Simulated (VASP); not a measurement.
# ScSi2 (P-3m1) in VASP: relaxation of cell and atoms with PBE

Aim: the relaxation of cell and atoms of ScSi2 with PBE.

Program: VASP 6.6.1. These are calculated values, not measurements. Logs are shortened: lines on timing, memory, paths and dates and some standing lists are left out, and cuts for length are marked.

## (1) The cell of the first run

It takes space group P-3m1 (No. 164, trigonal). The conventional cell has a = 3.400 Å, b = 3.400 Å, c = 5.440 Å, α = 90.00°, β = 90.00°, γ = 120.00°. Sc (site symmetry -3m) has 6 Si at 2.39 Å within 3.2 Å. Si (site symmetry 3m) has 3 Sc at 2.39 Å within 3.2 Å.

## (2) Relaxation of cell and atoms, PBE

INCAR

```
SYSTEM = ScSi2
PREC = Accurate
ENCUT = 500
EDIFF = 1E-7
ISMEAR = 0
SIGMA = 0.05
LREAL = .FALSE.
LASPH = .TRUE.
NELM = 120
ALGO = Normal
ISIF = 3
LWAVE = .FALSE.
LCHARG = .FALSE.
GGA = PE
IBRION = 2
NSW = 80
EDIFFG = -0.02
GGA_COMPAT = .FALSE.
NELMIN = 4
```

KPOINTS

```
Automatic mesh
0
G
  7 7 4
  0 0 0
```

POSCAR

```
ScSi2
1.0
    3.4000000000      0.0000000000      0.0000000000
   -1.7000000000      2.9444863729      0.0000000000
    0.0000000000      0.0000000000      5.4400000000
Sc Si
1 2
Direct
    0.0000000000      0.0000000000      0.0000000000
    0.3333333333      0.6666666667      0.2500000000
    0.6666666667      0.3333333333      0.7500000000
```

Potentials or basis: VASP PAW PBE potentials, release 64 (Sc_sv, Si).

Run with:

```bash
$ cat potpaw_PBE.64/Sc_sv/POTCAR potpaw_PBE.64/Si/POTCAR > POTCAR
$ mpirun -np 1 vasp_std > vasp.out
```

OUTCAR:

```text
SYSTEM = ScSi2
   PREC = Accurate
   ENCUT = 500
   EDIFF = 1E-7
   ISMEAR = 0
   LREAL = .FALSE.
   LASPH = .TRUE.
   NELM = 120
   ISIF = 3
   GGA = PE
   IBRION = 2
   NSW = 80
   EDIFFG = -0.02
   NELMIN = 4

 ion  position               nearest neighbor table
   1  0.000  0.000  0.000-   2 2.39   3 2.39   3 2.39   2 2.39   3 2.39   2 2.39
   2  0.333  0.667  0.250-   1 2.39   1 2.39   1 2.39
   3  0.667  0.333  0.750-   1 2.39   1 2.39   1 2.39

  LATTYP: Found a hexagonal cell.
 ALAT       =     3.4000000000
 C/A-ratio  =     1.6000000000

  Lattice vectors:

 A1 = (   3.4000000000,   0.0000000000,   0.0000000000)
 A2 = (  -1.7000000000,   2.9444863729,   0.0000000000)
 A3 = (   0.0000000000,   0.0000000000,   5.4400000000)

Analysis of symmetry for initial positions (statically):
=====================================================================
 Subroutine PRICEL returns:
 Original cell was already a primitive cell.

 Routine SETGRP: Setting up the symmetry group for a
 hexagonal supercell.

 Subroutine GETGRP returns: Found 12 space group operations
 (whereof 12 operations were pure point group operations)
 out of a pool of 24 trial point group operations.

The static configuration has the point symmetry D_3d.

Analysis of symmetry for dynamics (positions and initial velocities):
=====================================================================
 Subroutine PRICEL returns:
 Original cell was already a primitive cell.

 Routine SETGRP: Setting up the symmetry group for a
 hexagonal supercell.

 Subroutine GETGRP returns: Found 12 space group operations
 (whereof 12 operations were pure point group operations)
 out of a pool of 24 trial point group operations.

The dynamic configuration has the point symmetry D_3d.

 Subroutine INISYM returns: Found 12 space group operations
 (whereof 12 operations are pure point group operations),
 and found     1 'primitive' translations

----------------------------------------------------------------------------------------

                                     Primitive cell

  volume of cell :      54.4612

  direct lattice vectors                    reciprocal lattice vectors
     3.400000000  0.000000000  0.000000000     0.294117647  0.169808903  0.000000000
    -1.700000000  2.944486373  0.000000000     0.000000000  0.339617805  0.000000000
     0.000000000  0.000000000  5.440000000     0.000000000  0.000000000  0.183823529

  length of vectors
     3.400000000  3.400000000  5.440000000     0.339617805  0.339617805  0.183823529

  position of ions in fractional coordinates (direct lattice)
     0.000000000  0.000000000  0.000000000
     0.333333333  0.666666667  0.250000000
     0.666666667  0.333333333  0.750000000

  ion indices of the primitive-cell ions
   primitive index   ion index
                 1           1
                 2           2
                 3           3

----------------------------------------------------------------------------------------

 KPOINTS: Automatic mesh

Automatic generation of k-mesh.
 Grid dimensions read from file:
 generate k-points for:    7    7    4

 Generating k-lattice:

  Cartesian coordinates                     Fractional coordinates (reciprocal lattice)
     0.042016807  0.024258415  0.000000000     0.142857143  0.000000000  0.000000000
     0.000000000  0.048516829  0.000000000     0.000000000  0.142857143  0.000000000
     0.000000000  0.000000000  0.045955882     0.000000000  0.000000000  0.250000000

  Length of vectors
     0.048516829  0.048516829  0.045955882

  Shift w.r.t. Gamma in fractional coordinates (k-lattice)
     0.000000000  0.000000000  0.000000000

 Subroutine IBZKPT returns following result:
 ===========================================

 Found     28 irreducible k-points:

 Following reciprocal coordinates:
            Coordinates               Weight
  0.000000  0.000000  0.000000      1.000000
  0.142857  0.000000  0.000000      6.000000
  0.285714  0.000000  0.000000      6.000000
  0.428571 -0.000000  0.000000      6.000000
  0.142857  0.142857  0.000000      6.000000
  0.285714  0.142857  0.000000     12.000000
[... 16 lines left out ...]
  0.285714  0.000000  0.500000      6.000000
  0.428571 -0.000000  0.500000      6.000000
 [... further k-points ...]
   k-points           NKPTS =     28   k-points in BZ     NKDIM =     28   number of bands    NBANDS=     13
   number of dos      NEDOS =    301   number of ions     NIONS =      3
   total plane-waves  NPLWV =  31360
   dimension x,y,z NGX =    28 NGY =   28 NGZ =   40
   dimension x,y,z NGXF=    56 NGYF=   56 NGZF=   80
   ions per type =               1   2
   NGX,Y,Z   is equivalent  to a cutoff of  13.69, 13.69, 12.22 a.u.
   NGXF,Y,Z  is equivalent  to a cutoff of  27.38, 27.38, 24.45 a.u.
 SYSTEM =  ScSi2
   PREC   = accura    normal or accurate (medium, high low for compatibility)
   ISTART =      0    job   : 0-new  1-cont  2-samecut
   ICHARG =      2    charge: 1-file 2-atom 10-const
   ISPIN  =      1    spin polarized calculation?
   LNONCOLLINEAR =      F non collinear calculations
   LSORBIT =      F    spin-orbit coupling
   LASPH  =      T    aspherical Exc in radial PAW
   ENCUT  =  500.0 eV  36.75 Ry    6.06 a.u.   6.20  6.20  9.92*2*pi/ulx,y,z
   NELM   =    120;   NELMIN=  4; NELMDL= -5     # of ELM steps
   EDIFF  = 0.1E-06   stopping-criterion for ELM
   LREAL  =      F    real-space projection
   EDIFFG = -.2E-01   stopping-criterion for IOM
   NSW    =     80    number of steps for IOM
   IBRION =      2    ionic relax: 0-MD 1-quasi-New 2-CG
   NFREE  =      1    steps in history (QN), initial steepest desc. (CG)
   ISIF   =      3    stress and relaxation
   ISYM   =      2    0-nonsym 1-usesym 2-fastsym
   POTIM  = 0.5000    time-step for ionic-motion
   TEBEG  =    0.0;   TEEND  =   0.0 temperature during run
   PSTRESS=    0.0 pullay stress
   NELECT =      19.0000    total number of electrons
   NUPDOWN=      -1.0000    fix difference up-down
   EMIN   =  10.00;   EMAX   =-10.00  energy-range for DOS
   EFERMI =   0.00;   METHOD = LEGACY
   ISMEAR =     0;   SIGMA  =   0.05  broadening in eV -4-tet -1-fermi 0-gaus
   EFERMI_NEDOS =   21; number of points for ismear=-14 and -15
   IALGO  =     38    algorithm
   IMIX   =      4    mixing-type and parameters
     AMIX     =   0.40;   BMIX     =  1.00
     AMIX_MAG =   1.60;   BMIX_MAG =  1.00
  volume/ion in A,a.u.               =      18.15       122.51
  Fermi-wavevector in a.u.,A,eV,Ry     =   1.152472  2.177856 18.071134  1.328191
  Thomas-Fermi vector in A             =   2.289122
   LORBIT       =      0    0 simple, 1 ext, 2 COOP (PROOUT), +10 PAW based schemes
   GGA     = PE    functional components
   LHFCALC =     F    Hartree Fock is set to
   AEXX    =    0.0000 exact exchange contribution
   IVDW    =     0    specifies the selected vdW correction
   LEPSILON=     F    determine dielectric tensor
   LRPA    =     F    only Hartree local field effects (RPA)
 conjugate gradient relaxation of ions
 non-spin polarized calculation
 Gauss-broadening in eV      SIGMA  =   0.05
  energy-cutoff  :      500.00
  volume of cell :       54.46
 maximum number of plane-waves:      1400
 NGX is ok and might be reduce to    28
   NGX = 13   NGY = 13   NGZ = 19

--------------------------------------- Ionic step        1  -------------------------------------------

 number of electron      18.9999999 magnetization

 Free energy of the ion-electron system (eV)
  ---------------------------------------------------
  ext. energy  EPLUGINS =         0.00000000
  ---------------------------------------------------
  free energy    TOTEN  =       -13.30400508 eV

  energy without entropy =      -13.29796087  energy(sigma->0) =      -13.30098298

------------------------ aborting loop because EDIFF is reached ----------------------------------------

  FORCE on cell =-STRESS in cart. coord.  units (eV):
  Direction    XX          YY          ZZ          XY          YZ          ZX
  --------------------------------------------------------------------------------------
  -------------------------------------------------------------------------------------
  Total        8.1511004      8.1511004      8.5591677      0.0000000      0.0000000      0.0000000
  in kB      239.7946328    239.7946328    251.7994354      0.0000000      0.0000000      0.0000000
  external PRESSURE =     243.7962337 kB  Pullay stress =       0.0000000 kB
[... 866 lines left out ...]
 k-point    24 :       0.4286   -0.0000    0.5000
  band No.  band energies     occupation
      1     -44.8674      2.00000
      2     -23.5968      2.00000
      3     -23.5463      2.00000
      4     -23.5051      2.00000
      5      -2.6408      2.00000
      6      -1.8502      2.00000
      7       1.2336      2.00000
      8       1.3825      2.00000
      9       3.7991      2.00000
     10       4.2179      0.87702
     11       5.1131      0.00000
     12       6.2455      0.00000
     13       6.3763      0.00000

 [... further k-points ...]

[... ionic steps 4 to 15 ...]

--------------------------------------- Ionic step       16  -------------------------------------------

 number of electron      18.9999993 magnetization

------------------------ aborting loop because EDIFF is reached ----------------------------------------

  FORCE on cell =-STRESS in cart. coord.  units (eV):
  Direction    XX          YY          ZZ          XY          YZ          ZX
  --------------------------------------------------------------------------------------
  -------------------------------------------------------------------------------------
  Total        0.0565818      0.0565818     -0.1090569     -0.0000000      0.0000000      0.0000000
  in kB        1.7341308      1.7341308     -3.3424022     -0.0000000      0.0000000      0.0000000
  external PRESSURE =       0.0419531 kB  Pullay stress =       0.0000000 kB
[... 59 lines left out ...]
  energy  without entropy=      -17.0272051924  energy(sigma->0) =      -17.02759880

--------------------------------------- Ionic step       18  -------------------------------------------

 number of electron      18.9999993 magnetization

 Free energy of the ion-electron system (eV)
  ---------------------------------------------------
  ext. energy  EPLUGINS =         0.00000000
  ---------------------------------------------------
  free energy    TOTEN  =       -17.02803604 eV

  energy without entropy =      -17.02724403  energy(sigma->0) =      -17.02764003

 E-fermi :   6.9895     XC(G=0): -10.7265

 val. band max:        6.9034327857   @ k =   0.4286  -0.0000   0.5000
 cond. band min:       7.0214929085   @ k =   0.4286   0.1429   0.5000
 fundamental gap:      0.1180601228
 Fermi energy:         6.9895006861

 k-point     1 :       0.0000    0.0000    0.0000
  band No.  band energies     occupation
      1     -41.9786      2.00000
      2     -20.6785      2.00000
      3     -20.3701      2.00000
      4     -20.3701      2.00000
      5      -5.1222      2.00000
      6      -0.5505      2.00000
      7       1.9623      2.00000
      8       7.0611      0.04280
      9       8.8142      0.00000
     10       8.8142      0.00000
     11      10.2959      0.00000
     12      10.2959      0.00000
[... 399 lines left out ...]
  FREE ENERGIE OF THE ION-ELECTRON SYSTEM (eV)
  ---------------------------------------------------
  free  energy   TOTEN  =       -17.0280360371 eV

  energy  without entropy=      -17.0272440278  energy(sigma->0) =      -17.02764003

 reached required accuracy - stopping structural energy minimisation
```

It took 2.5 min on 1 thread of Intel Xeon 6975P-C (Granite Rapids), shared host; peak memory 0.19 GiB.

Results:

* Free energy: -17.0280 eV
* Relaxed volume: 17.43 Å³/atom
* Relaxed cell: a = 3.095 Å, b = 3.095 Å, c = 6.302 Å, α = 90.00°, β = 90.00°, γ = 120.00°
* Space group after relaxing (to 0.1 Å): P-3m1 (No. 164)
* Pressure after relaxing: 0.1 GPa
* Largest force after relaxing: 0.009 eV/Å
* Band gap on the k mesh: zero (an odd number of electrons rules out a gap without spin polarisation)

Forces in eV/Å, atoms in the order of the input:
```
Sc   0.000  0.000  0.000
Si   0.000  0.000 -0.009
Si   0.000  0.000  0.009
```

Final structure:
```
CELL_PARAMETERS angstrom
3.09496 0.00000 0.00000
-1.54748 2.68031 0.00000
0.00000 0.00000 6.30226
ATOMIC_POSITIONS crystal
Sc 0.00000 0.00000 0.00000
Si 0.33333 0.66667 0.35430
Si 0.66667 0.33333 0.64570
```

Caveat: a cell axis changed by over 15 % at a fixed basis, so the end point is rough.
